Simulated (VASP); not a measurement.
Al2H, 6 atoms in the cell. Symmetry: Pnnm, No. 58, orthorhombic system. Conventional cell: a = 4.414 Å, b = 4.881 Å, c = 2.930 Å, α = 90.00°, β = 90.00°, γ = 90.00°. Within 3.0 Å of Al (site symmetry m) lie 3 H at 1.98 to 2.01 Å and 12 Al at 2.68 to 2.93 Å. H (site symmetry 2/m) has 6 Al at 1.98 to 2.01 Å within 2.6 Å. The cell was generated, and may not be a known phase.

```yaml
Program: VASP 6.6.1
Task: single point
Functional: PBE
Potentials_or_basis: VASP PAW PBE potentials, release 64 (Al, H)
Cutoff: 520 eV
k_mesh: 4 × 4 × 6
Occupations: gaussian, width 0.1 eV
Spin: no spin polarisation
Dipole_correction: no
Further_INCAR_settings: ALGO = Normal; EDIFF = 1e-06; NBANDS = 16
```

Potentials or basis: VASP PAW PBE potentials, release 64 (Al, H).

Command:

```console
$ cat potpaw_PBE.64/Al/POTCAR potpaw_PBE.64/H/POTCAR > POTCAR
$ mpirun -np 1 vasp_std > vasp.out
```

Hardware: 1 thread of Intel Xeon 8259CL (shared host).

How long does it take, and how much memory?

Run time: 46 s on 1 thread of Intel Xeon 8259CL (shared host), peak memory 0.18 GiB. Counts: scf iterations 13, k points 36.
